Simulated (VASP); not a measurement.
# Sn2C (P-3m1) in VASP: single point with PBE

Aim: the single point of Sn2C with PBE.

Everything below comes from runs of VASP 6.6.1. Logs are shortened: lines on timing, memory, paths and dates and some standing lists are left out, and cuts for length are marked.

### Step 1. The cell of the first run

Symmetry: P-3m1, No. 164, trigonal system. Conventional cell: a = 3.627 Å, b = 3.627 Å, c = 12.216 Å, α = 90.00°, β = 90.00°, γ = 120.00°. Within 2.8 Å of C (site symmetry 3m) lie 4 Sn at 2.10 to 2.56 Å. Within 2.8 Å of Sn (site symmetry 3m) lie 4 C at 2.10 to 2.56 Å. Sn (site symmetry 3m) has 10 Sn at 3.03 to 3.84 Å and 3 C at 3.99 Å within 4.0 Å.

### Step 2. Single point, PBE

The input, INCAR:

```
PREC = Accurate ; ENCUT = 520
EDIFF = 1E-6 ; ISMEAR = -1
SIGMA = 0.02 ; LREAL = F
LASPH = T ; NELM = 100
ALGO = Normal ; ISIF = 2
LWAVE = F ; LCHARG = T
GGA = PE ; LELF = T
LVHAR = T ; NBANDS = 41
```

The input, KPOINTS:

```
regular mesh
0
Gamma
  12 12 4
```

The input, POSCAR:

```
Sn2C
1.0
    3.6273103537      0.0000000000      0.0000000000
   -1.8136551768      3.1413429137      0.0000000000
    0.0000000000      0.0000000000     12.2161111370
C Sn
2 4
Direct
    0.6666666667      0.3333333333      0.4022209388
    0.3333333333      0.6666666667      0.5977790612
    0.3333333333      0.6666666667      0.3878115411
    0.0000000000      0.0000000000      0.8759157271
    0.0000000000      0.0000000000      0.1240842729
    0.6666666667      0.3333333333      0.6121884589
```

Potentials or basis: VASP PAW PBE potentials, release 64 (C, Sn_d).

Run with:

```sh
cat potpaw_PBE.64/C/POTCAR potpaw_PBE.64/Sn_d/POTCAR > POTCAR
mpirun -np 1 vasp_std > vasp.out
```

OUTCAR:

```text
PREC = Accurate
   ENCUT = 520
   EDIFF = 1E-6
   ISMEAR = -1
   LREAL = F
   LASPH = T
   NELM = 100
   ISIF = 2
   GGA = PE

 ion  position               nearest neighbor table
   1  0.667  0.333  0.402-   3 2.10   3 2.10   3 2.10   6 2.56
   2  0.333  0.667  0.598-   6 2.10   6 2.10   6 2.10   3 2.56
   3  0.333  0.667  0.388-   1 2.10   1 2.10   1 2.10   2 2.56   6 3.45   6 3.45   6 3.45
   4  0.000  0.000  0.876-   5 3.03
   5  0.000  0.000  0.124-   4 3.03
   6  0.667  0.333  0.612-   2 2.10   2 2.10   2 2.10   1 2.56   3 3.45   3 3.45   3 3.45

  LATTYP: Found a hexagonal cell.
 ALAT       =     3.6273103537
 C/A-ratio  =     3.3678152531

  Lattice vectors:

 A1 = (   3.6273103537,   0.0000000000,   0.0000000000)
 A2 = (  -1.8136551768,   3.1413429137,   0.0000000000)
 A3 = (   0.0000000000,   0.0000000000,  12.2161111370)

Analysis of symmetry for initial positions (statically):
=====================================================================
 Subroutine PRICEL returns:
 Original cell was already a primitive cell.

 Routine SETGRP: Setting up the symmetry group for a
 hexagonal supercell.

 Subroutine GETGRP returns: Found 12 space group operations
 (whereof 12 operations were pure point group operations)
 out of a pool of 24 trial point group operations.

The static configuration has the point symmetry D_3d.

Analysis of symmetry for dynamics (positions and initial velocities):
=====================================================================
 Subroutine PRICEL returns:
 Original cell was already a primitive cell.

 Routine SETGRP: Setting up the symmetry group for a
 hexagonal supercell.

 Subroutine GETGRP returns: Found 12 space group operations
 (whereof 12 operations were pure point group operations)
 out of a pool of 24 trial point group operations.

The dynamic configuration has the point symmetry D_3d.

 Subroutine INISYM returns: Found 12 space group operations
 (whereof 12 operations are pure point group operations),
 and found     1 'primitive' translations

----------------------------------------------------------------------------------------

                                     Primitive cell

  volume of cell :     139.1980

  direct lattice vectors                    reciprocal lattice vectors
     3.627310354  0.000000000  0.000000000     0.275686363  0.159167596  0.000000000
    -1.813655177  3.141342914  0.000000000     0.000000000  0.318335192  0.000000000
     0.000000000  0.000000000 12.216111137     0.000000000  0.000000000  0.081859111

  length of vectors
     3.627310354  3.627310354 12.216111137     0.318335192  0.318335192  0.081859111

  position of ions in fractional coordinates (direct lattice)
     0.666666667  0.333333333  0.402220939
     0.333333333  0.666666667  0.597779061
     0.333333333  0.666666667  0.387811541
     0.000000000  0.000000000  0.875915727
     0.000000000  0.000000000  0.124084273
     0.666666667  0.333333333  0.612188459

  ion indices of the primitive-cell ions
   primitive index   ion index
                 1           1
                 2           2
                 3           3
                 4           4
                 5           5
                 6           6

----------------------------------------------------------------------------------------

 KPOINTS: regular mesh

Automatic generation of k-mesh.
 Grid dimensions read from file:
 generate k-points for:   12   12    4

 Generating k-lattice:

  Cartesian coordinates                     Fractional coordinates (reciprocal lattice)
     0.022973864  0.013263966  0.000000000     0.083333333  0.000000000  0.000000000
     0.000000000  0.026527933  0.000000000     0.000000000  0.083333333  0.000000000
     0.000000000  0.000000000  0.020464778     0.000000000  0.000000000  0.250000000

  Length of vectors
     0.026527933  0.026527933  0.020464778

  Shift w.r.t. Gamma in fractional coordinates (k-lattice)
     0.000000000  0.000000000  0.000000000

 Subroutine IBZKPT returns following result:
 ===========================================

 Found     69 irreducible k-points:

 Following reciprocal coordinates:
            Coordinates               Weight
  0.000000  0.000000  0.000000      1.000000
  0.083333  0.000000  0.000000      6.000000
  0.166667  0.000000  0.000000      6.000000
  0.250000  0.000000  0.000000      6.000000
  0.333333  0.000000  0.000000      6.000000
  0.416667  0.000000  0.000000      6.000000
[... 16 lines left out ...]
  0.166667  0.000000  0.250000      6.000000
  0.000000  0.166667  0.250000      6.000000
 [... further k-points ...]
   k-points           NKPTS =     69   k-points in BZ     NKDIM =     69   number of bands    NBANDS=     41
   number of dos      NEDOS =    301   number of ions     NIONS =      6
   total plane-waves  NPLWV =  75264
   dimension x,y,z NGX =    28 NGY =   28 NGZ =   96
   dimension x,y,z NGXF=    56 NGYF=   56 NGZF=  192
   ions per type =               2   4
   NGX,Y,Z   is equivalent  to a cutoff of  12.83, 12.83, 13.06 a.u.
   NGXF,Y,Z  is equivalent  to a cutoff of  25.67, 25.67, 26.13 a.u.
 SYSTEM =  unknown system
   PREC   = accura    normal or accurate (medium, high low for compatibility)
   ISTART =      0    job   : 0-new  1-cont  2-samecut
   ICHARG =      2    charge: 1-file 2-atom 10-const
   ISPIN  =      1    spin polarized calculation?
   LNONCOLLINEAR =      F non collinear calculations
   LSORBIT =      F    spin-orbit coupling
   LASPH  =      T    aspherical Exc in radial PAW
   ENCUT  =  520.0 eV  38.22 Ry    6.18 a.u.   6.74  6.74 22.71*2*pi/ulx,y,z
   NELM   =    100;   NELMIN=  2; NELMDL= -5     # of ELM steps
   EDIFF  = 0.1E-05   stopping-criterion for ELM
   LREAL  =      F    real-space projection
   EDIFFG = 0.1E-04   stopping-criterion for IOM
   NSW    =      0    number of steps for IOM
   IBRION =     -1    ionic relax: 0-MD 1-quasi-New 2-CG
   NFREE  =      0    steps in history (QN), initial steepest desc. (CG)
   ISIF   =      2    stress and relaxation
   ISYM   =      2    0-nonsym 1-usesym 2-fastsym
   POTIM  = 0.5000    time-step for ionic-motion
   TEBEG  =    0.0;   TEEND  =   0.0 temperature during run
   PSTRESS=    0.0 pullay stress
   NELECT =      64.0000    total number of electrons
   NUPDOWN=      -1.0000    fix difference up-down
   EMIN   =  10.00;   EMAX   =-10.00  energy-range for DOS
   EFERMI =   0.00;   METHOD = LEGACY
   ISMEAR =    -1;   SIGMA  =   0.02  broadening in eV -4-tet -1-fermi 0-gaus
   EFERMI_NEDOS =   21; number of points for ismear=-14 and -15
   IALGO  =     38    algorithm
   IMIX   =      4    mixing-type and parameters
     AMIX     =   0.40;   BMIX     =  1.00
     AMIX_MAG =   1.60;   BMIX_MAG =  1.00
  volume/ion in A,a.u.               =      23.20       156.56
  Fermi-wavevector in a.u.,A,eV,Ry     =   1.263544  2.387753 21.722303  1.596544
  Thomas-Fermi vector in A             =   2.396896
   LORBIT       =      0    0 simple, 1 ext, 2 COOP (PROOUT), +10 PAW based schemes
   GGA     = PE    functional components
[... 5 lines left out ...]
 non-spin polarized calculation
  energy-cutoff  :      520.00
  volume of cell :      139.20
 maximum number of plane-waves:      3770
 NGX is ok and might be reduce to    28
   NGX = 13   NGY = 13   NGZ = 45

 number of electron      63.9999998 magnetization

 Free energy of the ion-electron system (eV)
  ---------------------------------------------------
  ext. energy  EPLUGINS =         0.00000000
  ---------------------------------------------------
  free energy    TOTEN  =       -28.01398978 eV

  energy without entropy =      -28.00939375  energy(sigma->0) =      -28.01169176

 E-fermi :   6.2875     XC(G=0):  -9.8078

 val. band max:        6.2865928988   @ k =   0.3333   0.0833   0.0000
 cond. band min:       6.2910826538   @ k =   0.2500   0.2500   0.0000
 fundamental gap:      0.0044897550
 Fermi energy:         6.2874542349

 k-point     1 :       0.0000    0.0000    0.0000
  band No.  band energies     occupation
      1     -15.3172      2.00000
      2     -15.2528      2.00000
      3     -15.1737      2.00000
      4     -15.1539      2.00000
      5     -15.1539      2.00000
      6     -15.1260      2.00000
[... 33 lines left out ...]
     40      12.1673      0.00000
     41      12.3299      0.00000

 k-point     2 :       0.0833    0.0000    0.0000
  band No.  band energies     occupation
      1     -15.3131      2.00000
      2     -15.2480      2.00000
      3     -15.1715      2.00000
      4     -15.1526      2.00000
      5     -15.1490      2.00000
      6     -15.1279      2.00000
[... 33 lines left out ...]
     40      12.1865      0.00000
     41      12.2939      0.00000

 k-point     3 :       0.1667    0.0000    0.0000
  band No.  band energies     occupation
      1     -15.3034      2.00000
      2     -15.2360      2.00000
      3     -15.1662      2.00000
      4     -15.1493      2.00000
      5     -15.1382      2.00000
      6     -15.1308      2.00000
[... 33 lines left out ...]
     40      11.8910      0.00000
     41      12.4515      0.00000

 k-point     4 :       0.2500    0.0000    0.0000
  band No.  band energies     occupation
      1     -15.2942      2.00000
      2     -15.2223      2.00000
      3     -15.1612      2.00000
      4     -15.1512      2.00000
      5     -15.1301      2.00000
      6     -15.1245      2.00000
[... 825 lines left out ...]
     40      11.9191      0.00000
     41      12.1376      0.00000

 k-point    23 :       0.1667    0.0000    0.2500
  band No.  band energies     occupation
      1     -15.3034      2.00000
      2     -15.2360      2.00000
      3     -15.1664      2.00000
      4     -15.1490      2.00000
      5     -15.1384      2.00000
      6     -15.1307      2.00000
[... 33 lines left out ...]
     40      11.5109      0.00000
     41      12.3937      0.00000

 k-point    24 :       0.0000    0.1667    0.2500
  band No.  band energies     occupation
      1     -15.3034      2.00000
      2     -15.2360      2.00000
      3     -15.1667      2.00000
      4     -15.1487      2.00000
      5     -15.1382      2.00000
      6     -15.1309      2.00000
[... 33 lines left out ...]
     40      11.5640      0.00000
     41      12.1463      0.00000

 [... further k-points ...]

------------------------ aborting loop because EDIFF is reached ----------------------------------------

  FORCE on cell =-STRESS in cart. coord.  units (eV):
  Direction    XX          YY          ZZ          XY          YZ          ZX
  --------------------------------------------------------------------------------------
  -------------------------------------------------------------------------------------
  Total       -0.0799380     -0.0799380     -0.0148193     -0.0000000      0.0000000      0.0000000
  in kB       -0.9200910     -0.9200910     -0.1705707     -0.0000000      0.0000000      0.0000000
  external PRESSURE =      -0.6702509 kB  Pullay stress =       0.0000000 kB

 VOLUME and BASIS-vectors are now :
 -----------------------------------------------------------------------------
  energy-cutoff  :      520.00
  volume of cell :      139.20
      direct lattice vectors                 reciprocal lattice vectors
     3.627310354  0.000000000  0.000000000     0.275686363  0.159167596  0.000000000
    -1.813655177  3.141342914  0.000000000     0.000000000  0.318335192  0.000000000
     0.000000000  0.000000000 12.216111137     0.000000000  0.000000000  0.081859111

 POSITION                                       TOTAL-FORCE (eV/Angst)
 -----------------------------------------------------------------------------------
      1.81366      1.04711      4.91358        -0.000000     -0.000000     -0.006096
     -0.00000      2.09423      7.30254        -0.000000      0.000000      0.006096
     -0.00000      2.09423      4.73755         0.000000      0.000000     -0.004615
      0.00000      0.00000     10.70028         0.000000     -0.000000     -0.001908
      0.00000      0.00000      1.51583         0.000000      0.000000      0.001908
      1.81366      1.04711      7.47856         0.000000     -0.000000      0.004615
 -----------------------------------------------------------------------------------
    total drift:                                0.000000      0.000000      0.000000

  FREE ENERGIE OF THE ION-ELECTRON SYSTEM (eV)
  ---------------------------------------------------
  free  energy   TOTEN  =       -28.0139897803 eV

  energy  without entropy=      -28.0093937466  energy(sigma->0) =      -28.01169176
```

It took 5 min on 1 thread of AMD EPYC 9R14 (Zen 4), shared host; peak memory 0.4 GiB.

What came out:

| Property | Result |
| --- | --- |
| Free energy | -28.0140 eV |
| Pressure | -0.1 GPa |
| Largest force | 0.006 eV/Å |
| Band gap on the k mesh | zero (band 32 reaches 8.15 eV, above the bottom of band 33 at 5.73 eV) |

Forces on the atoms (eV/Å):
```
C    0.000  0.000 -0.006
C    0.000  0.000  0.006
Sn   0.000  0.000 -0.005
Sn   0.000  0.000 -0.002
Sn   0.000  0.000  0.002
Sn   0.000  0.000  0.005
```

Levels at points of the mesh, in eV from the Fermi level:
```
           k point  band 29  band 30  band 31  band 32  band 33  band 34  band 35  band 36
(0.00, 0.00, 0.00)    -1.68    -0.80    -0.80     1.27     1.47     2.21     4.72     4.72
(0.50, 0.00, 0.00)    -2.49    -2.09    -1.91    -1.33     0.21     1.28     2.25     2.53
(0.00, 0.00, 0.50)    -0.80    -0.80    -0.78     0.38     1.94     3.17     4.35     4.78
(0.50, 0.00, 0.50)    -2.92    -2.49    -1.18    -0.93    -0.29     0.84     2.47     2.54
```

Caveat: spin-orbit coupling is left out, which moves the levels of the heavy elements.
